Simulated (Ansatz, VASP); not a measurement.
**Ga: VASP beside Ansatz**

File INCAR:

```
PREC = Accurate ; ENCUT = 520
EDIFF = 1E-7 ; ISMEAR = -1
SIGMA = 0.05 ; LREAL = F
LASPH = T ; NELM = 80
ALGO = Normal ; ISIF = 2
LWAVE = F ; LCHARG = F
GGA = PS ; NBANDS = 20
```

The input KPOINTS:

```
Automatic mesh
0
Gamma
  8 8 6
```

POSCAR

```
Ga
1.0
    1.4500000000     -4.0650000000      0.0000000000
    1.4500000000      4.0650000000      0.0000000000
    0.0000000000      0.0000000000      3.1700000000
Ga
2
Direct
    0.1330000000      0.8670000000      0.7500000000
    0.8670000000      0.1330000000      0.2500000000
```

input.yaml

```yaml
crystal:
  lattice:
    - [1.45, -4.065, 0.0]
    - [1.45, 4.065, 0.0]
    - [0.0, 0.0, 3.17]
  atoms:
    - { symbol: Ga, position: [0.133, 0.867, 0.75] }
    - { symbol: Ga, position: [0.867, 0.133, 0.25] }
kpoints:
  mp_grid: { grid: [8, 8, 6] }
  band_path:
    path:
      - [0.0, 0.0, 0.0]
      - [0.2818093587, 0.2818093587, 0.0]
      - [0.0, 0.5, 0.0]
      - [0.0, 0.5, 0.5]
      - [0.2818093587, 0.2818093587, 0.5]
      - [0.0, 0.0, 0.5]
      - [0.0, 0.0, 0.0]
      - [-0.5, 0.5, 0.0]
    npoints: 8
scf:
  occupations: { method: fermi_dirac, width: 0.05 }
hamiltonian:
  xc: pbesol
  pseudopotentials: { kind: all_electron, lapw: { basis_error: 0.001 } }
output:
  forces: true
  stress: true
  eigenvalues: true
```

Alike in both runs: functional PBEsol; k mesh 8 × 8 × 6; occupations fermi-dirac, width 0.05 eV; no spin polarisation.

|  | VASP | Ansatz |
| --- | --- | --- |
| version | VASP 6.6.1 | Ansatz 0.2.0 |
| potentials or method | VASP PAW PBE potentials, release 64 (Ga_d), cutoff 520 eV | all-electron LAPW, scalar-relativistic |
| task | single point | band structure |

VASP gave:

* gap on the k mesh at the Fermi level (eV): none
* pressure (GPa): -1.2
* traceless stress, the component that is largest in VASP (GPa): -2.27
* rms of the force components (eV/Å): 0.078

Q: Estimate Ansatz's values.

A: gap on the k mesh at the Fermi level (eV): none; pressure (GPa): -1.3; traceless stress, the component that is largest in VASP (GPa): -2.28; rms of the force components (eV/Å): 0.079.

VASP's potentials were made for PBE, not for PBEsol. Atom by atom the forces differ by 0.000 eV/Å (rms over components). A gap of «none» marks a metal or a gap that the smearing closes. Ansatz ran all-electron here, and VASP with PAW potentials.

Noted on Ansatz's run: the k mesh is thin for a metal, which can move the energy by tens of meV per atom.
